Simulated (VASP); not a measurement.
# BaTiO3 (Amm2) in VASP: further runs

BaTiO3 is run at these levels: r2SCAN+U; tasks: single point.

Everything below comes from runs of VASP 6.6.1. Logs are shortened: lines on timing, memory, paths and dates and some standing lists are left out, and cuts for length are marked.

**1. The cell of the first run**

The structure is orthorhombic, space group Amm2 (No. 38). Conventional cell: a = 4.075 Å, b = 5.798 Å, c = 5.655 Å, α = 90.00°, β = 90.00°, γ = 90.00°. Ba (site symmetry mm2) has 12 O at 2.76 to 2.90 Å and 8 Ti at 3.43 to 3.54 Å within 3.6 Å. Ti (site symmetry mm2) has 6 O at 1.89 to 2.16 Å within 2.5 Å. O (site symmetry m) has 2 Ti at 1.89 to 2.16 Å within 2.5 Å. O (site symmetry mm2) has 2 Ti at 2.04 Å and 4 Ba at 2.76 to 2.90 Å and 8 O at 2.84 to 2.90 Å within 3.0 Å.

**2. Single point, r2SCAN+U (biaxial strain in the a-b plane: +2.0 %, then relaxed in part)**

File POSCAR:

```
BaTiO3
1.0
    4.0751040589      0.0000000000      0.0000000000
    0.0000000000      5.7984197413      0.0000000000
    0.0000000000      0.0000000000      5.6547836309
Ba Ti O
2 2 6
Direct
    0.0000000000      0.5000000000      0.5025068459
    0.0000000000      0.0000000000      0.0025068459
    0.5000000000      0.5000000000      0.0139222976
    0.5000000000      0.0000000000      0.5139222976
    0.5000000000      0.7442658170      0.2360345677
    0.5000000000      0.2557341830      0.2360345677
    0.0000000000      0.5000000000      0.9914017212
    0.5000000000      0.2442658170      0.7360345677
    0.5000000000      0.7557341830      0.7360345677
    0.0000000000      0.0000000000      0.4914017212
```

File INCAR.step1:

```
PREC = Accurate ; ENCUT = 520
ISMEAR = 0 ; SIGMA = 0.02
LREAL = False ; LASPH = True
NELM = 150 ; LMAXMIX = 4
LDAU = True ; LDAUTYPE = 2
LDAUL = -1 2 -1 ; LDAUU = 0 4 0
LDAUJ = 0 0 0 ; NBANDS = 51
GGA = PE ; ALGO = Normal
EDIFF = 1E-4 ; LWAVE = True
LCHARG = False
```

File INCAR.step2:

```
PREC = Accurate ; ENCUT = 520
EDIFF = 1E-6 ; ISMEAR = 0
SIGMA = 0.02 ; LREAL = False
LASPH = True ; NELM = 150
ALGO = Normal ; ISIF = 2
LWAVE = False ; LCHARG = False
LMAXMIX = 4 ; LDAU = True
LDAUTYPE = 2 ; LDAUL = -1 2 -1
LDAUU = 0 4 0 ; LDAUJ = 0 0 0
LDAUPRINT = 1 ; METAGGA = R2SCAN
LMIXTAU = True ; NBANDS = 51
ISTART = 1
```

File KPOINTS:

```
Automatic mesh
0
Gamma
  6 4 4
```

Potentials or basis: VASP PAW PBE potentials, release 64 (Ba_sv, Ti_sv, O).

The run is started by

```bash
> cat potpaw_PBE.64/Ba_sv/POTCAR potpaw_PBE.64/Ti_sv/POTCAR potpaw_PBE.64/O/POTCAR > POTCAR
> cp INCAR.step1 INCAR
> mpirun -np 1 vasp_std > vasp.out
> cp INCAR.step2 INCAR
> mpirun -np 1 vasp_std > vasp.out
```

OUTCAR:

```text
PREC = Accurate
   ENCUT = 520
   EDIFF = 1E-6
   ISMEAR = 0
   LREAL = False
   LASPH = True
   NELM = 150
   ISIF = 2
   METAGGA = R2SCAN
   ISTART = 1

 ion  position               nearest neighbor table
   1  0.000  0.500  0.503-   7 2.76   8 2.85   9 2.85   8 2.85   9 2.85   7 2.89  10 2.90  10 2.90
                             5 2.90   6 2.90   5 2.90   6 2.90   3 3.43   3 3.43   3 3.54   3 3.54
   2  0.000  0.000  0.003-  10 2.76   6 2.85   5 2.85   5 2.85   6 2.85  10 2.89   7 2.90   7 2.90
                             9 2.90   8 2.90   8 2.90   9 2.90   4 3.43   4 3.43   4 3.54   4 3.54
   3  0.500  0.500  0.014-   5 1.89   6 1.89   7 2.04   7 2.04   9 2.16   8 2.16   1 3.43   1 3.43
                             1 3.54   1 3.54   2 3.54   2 3.54   2 3.54   2 3.54
   4  0.500  0.000  0.514-   8 1.89   9 1.89  10 2.04  10 2.04   5 2.16   6 2.16   2 3.43   2 3.43
                             2 3.54   2 3.54   1 3.54   1 3.54   1 3.54   1 3.54
   5  0.500  0.744  0.236-   3 1.89   4 2.16   2 2.85   2 2.85   1 2.90   1 2.90
   6  0.500  0.256  0.236-   3 1.89   4 2.16   2 2.85   2 2.85   1 2.90   1 2.90
   7  0.000  0.500  0.991-   3 2.04   3 2.04   1 2.76   1 2.89   2 2.90   2 2.90
   8  0.500  0.244  0.736-   4 1.89   3 2.16   1 2.85   1 2.85   2 2.90   2 2.90
   9  0.500  0.756  0.736-   4 1.89   3 2.16   1 2.85   1 2.85   2 2.90   2 2.90
  10  0.000  0.000  0.491-   4 2.04   4 2.04   2 2.76   2 2.89   1 2.90   1 2.90

  LATTYP: Found a simple orthorhombic cell.
 ALAT       =     4.0751040589
 B/A-ratio  =     1.3876415299
 C/A-ratio  =     1.4228887551

  Lattice vectors:

 A1 = (  -4.0751040589,   0.0000000000,   0.0000000000)
 A2 = (   0.0000000000,   0.0000000000,   5.6547836309)
 A3 = (   0.0000000000,   5.7984197413,   0.0000000000)

Analysis of symmetry for initial positions (statically):
=====================================================================
 Subroutine PRICEL returns following result:

  LATTYP: Found a base centered orthorhombic cell.
 ALAT       =     5.6547836309
 B/A-ratio  =     1.0254008146
 C/A-ratio  =     0.7206472121

  Lattice vectors:

 A1 = (   0.0000000000,  -2.8992098707,  -2.8273918154)
 A2 = (   0.0000000000,   2.8992098707,  -2.8273918155)
[... 242 lines left out ...]
  o =  0.0970  v =  1.0000  0.0000  0.0000  0.0000  0.0000  0.0000  0.0000  0.0000  0.0000  0.0000      0.0000  0.0000  0.0000  0.0000  0.0000  0.0000  0.0000  0.0000  0.0000  0.0000
  o =  0.0970  v =  0.0000  0.0000  0.0000  0.0000  0.0000  1.0000  0.0000  0.0000  0.0000  0.0000      0.0000  0.0000  0.0000  0.0000  0.0000  0.0000  0.0000  0.0000  0.0000  0.0000
  o =  0.1054  v =  0.0000  0.0000  0.0000  0.0000  0.0000  0.0000 -0.0000  0.9001 -0.0000  0.4356      0.0000  0.0000  0.0000  0.0000  0.0000  0.0000  0.0000  0.0000  0.0000  0.0000
  o =  0.1054  v =  0.0000 -0.0000  0.9001 -0.0000  0.4356  0.0000  0.0000  0.0000  0.0000  0.0000      0.0000  0.0000  0.0000  0.0000  0.0000  0.0000  0.0000  0.0000  0.0000  0.0000
  o =  0.2251  v =  0.0000  0.0000  0.4356  0.0000 -0.9001  0.0000  0.0000  0.0000  0.0000  0.0000      0.0000  0.0000  0.0000  0.0000  0.0000  0.0000  0.0000  0.0000  0.0000  0.0000
  o =  0.2251  v =  0.0000  0.0000  0.0000  0.0000  0.0000  0.0000  0.0000  0.4356  0.0000 -0.9001      0.0000  0.0000  0.0000  0.0000  0.0000  0.0000  0.0000  0.0000  0.0000  0.0000
  o =  0.2411  v =  0.0000  0.0000  0.0000  0.0000  0.0000  0.0000  1.0000 -0.0000  0.0000  0.0000      0.0000  0.0000  0.0000  0.0000  0.0000  0.0000  0.0000  0.0000  0.0000  0.0000
  o =  0.2411  v =  0.0000  1.0000 -0.0000  0.0000  0.0000  0.0000  0.0000  0.0000  0.0000  0.0000      0.0000  0.0000  0.0000  0.0000  0.0000  0.0000  0.0000  0.0000  0.0000  0.0000

 number of electron      79.9999991 magnetization

 Free energy of the ion-electron system (eV)
  ---------------------------------------------------
  ext. energy  EPLUGINS =         0.00000000
  ---------------------------------------------------
  free energy    TOTEN  =      -143.21526547 eV

  energy without entropy =     -143.21526547  energy(sigma->0) =     -143.21526547

 E-fermi :   3.5244     XC(G=0): -11.6807

 val. band max:        3.3647469505   @ k =   0.5000   0.0000   0.0000
 cond. band min:       6.1926078827   @ k =   0.0000   0.0000   0.0000
 fundamental gap:      2.8278609322
 Fermi energy:         3.5244131309

 k-point     1 :       0.0000    0.0000    0.0000
  band No.  band energies     occupation
      1     -56.5817      2.00000
      2     -56.5800      2.00000
      3     -31.7600      2.00000
      4     -31.7286      2.00000
      5     -31.7213      2.00000
      6     -31.6872      2.00000
[... 1285 lines left out ...]
     50      10.7877      0.00000
     51      11.5969      0.00000

 [... further k-points ...]

------------------------ aborting loop because EDIFF is reached ----------------------------------------

  FORCE on cell =-STRESS in cart. coord.  units (eV):
  Direction    XX          YY          ZZ          XY          YZ          ZX
  --------------------------------------------------------------------------------------
  -------------------------------------------------------------------------------------
  Total       -2.8237723     -2.2582722      3.0487123      0.0000000      0.0000000      0.0000000
  in kB      -33.8591386    -27.0783702     36.5563376      0.0000000      0.0000000      0.0000000
  external PRESSURE =      -8.1270571 kB  Pullay stress =       0.0000000 kB

 VOLUME and BASIS-vectors are now :
 -----------------------------------------------------------------------------
  energy-cutoff  :      520.00
  volume of cell :      133.62
      direct lattice vectors                 reciprocal lattice vectors
     4.075104059  0.000000000  0.000000000     0.245392507  0.000000000  0.000000000
     0.000000000  5.798419741  0.000000000     0.000000000  0.172460781  0.000000000
     0.000000000  0.000000000  5.654783631     0.000000000  0.000000000  0.176841426

 POSITION                                       TOTAL-FORCE (eV/Angst)
 -----------------------------------------------------------------------------------
      0.00000      2.89921      2.84157         0.000000      0.000000     -0.024695
      0.00000      0.00000      0.01418         0.000000      0.000000     -0.024695
      2.03755      2.89921      0.07873        -0.000000     -0.000000     -0.648738
      2.03755      0.00000      2.90612        -0.000000      0.000000     -0.648738
      2.03755      4.31557      1.33472        -0.000000      0.340714      0.331469
      2.03755      1.48285      1.33472        -0.000000     -0.340714      0.331469
      0.00000      2.89921      5.60616        -0.000000      0.000000      0.010495
      2.03755      1.41636      4.16212        -0.000000      0.340714      0.331469
      2.03755      4.38206      4.16212        -0.000000     -0.340714      0.331469
      0.00000      0.00000      2.77877        -0.000000      0.000000      0.010495
 -----------------------------------------------------------------------------------
    total drift:                                0.000000     -0.000000     -0.004591

  FREE ENERGIE OF THE ION-ELECTRON SYSTEM (eV)
  ---------------------------------------------------
  free  energy   TOTEN  =      -143.2152654664 eV

  energy  without entropy=     -143.2152654664  energy(sigma->0) =     -143.21526547
```

Run time: 13 min. Hardware: 1 thread of AMD EPYC 9R14 (Zen 4), shared host; peak memory 0.35 GiB.

Results:

* Free energy: -143.2153 eV
* Pressure: -0.8 GPa
* Largest force: 0.649 eV/Å
* Band gap on the k mesh: 2.83 eV

Forces on the atoms (eV/Å):
```
Ba   0.000  0.000 -0.025
Ba   0.000  0.000 -0.025
Ti   0.000  0.000 -0.649
Ti   0.000  0.000 -0.649
O    0.000  0.341  0.331
O    0.000 -0.341  0.331
O    0.000  0.000  0.010
O    0.000  0.341  0.331
O    0.000 -0.341  0.331
O    0.000  0.000  0.010
```

Eigenvalues of the final occupation matrices:
| site | spin | trace | eigenvalues |
| --- | --- | --- | --- |
| site 3 d | 1 | 0.76 | 0.10 0.10 0.11 0.23 0.24 |
| site 3 d | 2 | 0.76 | 0.10 0.10 0.11 0.23 0.24 |
| site 4 d | 1 | 0.76 | 0.10 0.10 0.11 0.23 0.24 |
| site 4 d | 2 | 0.76 | 0.10 0.10 0.11 0.23 0.24 |

Caveat: the cell differs from its parent crystal (biaxial strain in the a-b plane: +2.0 %, then relaxed in part); the stress differs along the axes, from -3 to 4 GPa; the PAW data sets were made with another functional, which shifts forces and pressure a little; spin-orbit coupling is left out, which moves the levels of the heavy elements. A k mesh can miss the band edges.

**3. Single point, r2SCAN+U (biaxial strain in the a-b plane: +2.0 %)**

File POSCAR:

```
BaTiO3
1.0
    4.0751040589      0.0000000000      0.0000000000
    0.0000000000      5.7984197413      0.0000000000
    0.0000000000      0.0000000000      5.6275983750
Ba Ti O
2 2 6
Direct
    0.0000000000      0.5000000000      0.5011449412
    0.0000000000      0.0000000000      0.0011449412
    0.5000000000      0.5000000000      0.0103078409
    0.5000000000      0.0000000000      0.5103078409
    0.5000000000      0.7463241102      0.2385061794
    0.5000000000      0.2536758898      0.2385061794
    0.0000000000      0.5000000000      0.9914348592
    0.5000000000      0.2463241102      0.7385061794
    0.5000000000      0.7536758898      0.7385061794
    0.0000000000      0.0000000000      0.4914348592
```

File INCAR.step1:

```
PREC     = Accurate       # precision mode
ENCUT    = 520            # plane-wave cutoff, eV
ISMEAR   = 0              # smearing method
SIGMA    = 0.02           # smearing width, eV
LREAL    = False          # projectors in reciprocal space
LASPH    = True           # aspherical terms in the spheres
NELM     = 150            # most SCF steps
LMAXMIX  = 4              # l up to which the mixer works
LDAU     = True           # DFT+U
LDAUTYPE = 2            
LDAUL    = -1 2 -1        # shell
LDAUU    = 0 4 0          # U, eV
LDAUJ    = 0 0 0        
NBANDS   = 51             # bands
GGA      = PE             # functional
ALGO     = Normal         # electronic algorithm
EDIFF    = 1E-4           # SCF threshold, eV
LWAVE    = True           # write WAVECAR
LCHARG   = False          # write CHGCAR
```

File INCAR.step2:

```
PREC     = Accurate       # precision mode
ENCUT    = 520            # plane-wave cutoff, eV
EDIFF    = 1E-6           # SCF threshold, eV
ISMEAR   = 0              # smearing method
SIGMA    = 0.02           # smearing width, eV
LREAL    = False          # projectors in reciprocal space
LASPH    = True           # aspherical terms in the spheres
NELM     = 150            # most SCF steps
ALGO     = Normal         # electronic algorithm
ISIF     = 2              # what is computed and relaxed
LWAVE    = False          # write WAVECAR
LCHARG   = False          # write CHGCAR
LMAXMIX  = 4              # l up to which the mixer works
LDAU     = True           # DFT+U
LDAUTYPE = 2            
LDAUL    = -1 2 -1        # shell
LDAUU    = 0 4 0          # U, eV
LDAUJ    = 0 0 0        
LDAUPRINT= 1            
METAGGA  = R2SCAN         # meta-GGA
LMIXTAU  = True         
NBANDS   = 51             # bands
ISTART   = 1
```

KPOINTS is that of step 2.

Potentials or basis: VASP PAW PBE potentials, release 64 (Ba_sv, Ti_sv, O).

The run is started by

```bash
> cat potpaw_PBE.64/Ba_sv/POTCAR potpaw_PBE.64/Ti_sv/POTCAR potpaw_PBE.64/O/POTCAR > POTCAR
> cp INCAR.step1 INCAR
> mpirun -np 1 vasp_std > vasp.out
> cp INCAR.step2 INCAR
> mpirun -np 1 vasp_std > vasp.out
```

Wall time 8.6 min (1 thread of Intel Xeon 6975P-C (Granite Rapids), shared host); peak memory 0.38 GiB.

The run converged. Its results:

```yaml
Free_energy: -143.2480 eV
Pressure: -1.1 GPa
Largest_force: 0.442 eV/Å
Band_gap_on_the_k_mesh: 2.70 eV
```

Forces on the atoms (eV/Å):
```
Ba   0.000  0.000 -0.024
Ba   0.000  0.000 -0.024
Ti   0.000  0.000 -0.442
Ti   0.000  0.000 -0.442
O    0.000  0.157  0.197
O    0.000 -0.157  0.197
O    0.000  0.000  0.073
O    0.000  0.157  0.197
O    0.000 -0.157  0.197
O    0.000  0.000  0.073
```

Stress tensor (GPa, compression positive):
```
-3.22  0.00  0.00
 0.00 -3.85  0.00
 0.00  0.00  3.89
```

Levels at points of the mesh, in eV from the valence-band top:
```tsv
k point	band 37	band 38	band 39	band 40	band 41	band 42	band 43	band 44
(0.00, 0.00, 0.00)	-0.41	-0.36	-0.29	-0.12	2.70	2.78	2.83	4.14
(0.50, 0.00, 0.00)	-0.84	-0.05	-0.05	0.00	2.98	4.12	4.21	4.23
(0.00, 0.50, 0.00)	-0.96	-0.96	-0.46	-0.46	3.53	3.53	3.62	3.62
(0.50, 0.50, 0.00)	-0.61	-0.61	-0.49	-0.49	3.99	3.99	4.35	4.35
(0.00, 0.00, 0.50)	-1.01	-1.01	-0.66	-0.66	3.51	3.51	3.69	3.69
(0.50, 0.00, 0.50)	-0.70	-0.70	-0.44	-0.44	4.07	4.07	4.36	4.36
(0.00, 0.50, 0.50)	-0.89	-0.89	-0.86	-0.86	2.90	2.90	4.13	4.13
(0.50, 0.50, 0.50)	-0.99	-0.99	-0.11	-0.11	4.19	4.19	4.28	4.28
```

Eigenvalues of the final occupation matrices:
| site | spin | trace | eigenvalues |
| --- | --- | --- | --- |
| site 3 d | 1 | 0.75 | 0.09 0.10 0.10 0.22 0.24 |
| site 3 d | 2 | 0.75 | 0.09 0.10 0.10 0.22 0.24 |
| site 4 d | 1 | 0.75 | 0.09 0.10 0.10 0.22 0.24 |
| site 4 d | 2 | 0.75 | 0.09 0.10 0.10 0.22 0.24 |

Caveat: the cell differs from its parent crystal (biaxial strain in the a-b plane: +2.0 %); the stress differs along the axes, from -4 to 4 GPa; the PAW data sets were made with another functional, which shifts forces and pressure a little; spin-orbit coupling is left out, which moves the levels of the heavy elements. A k mesh can miss the band edges.
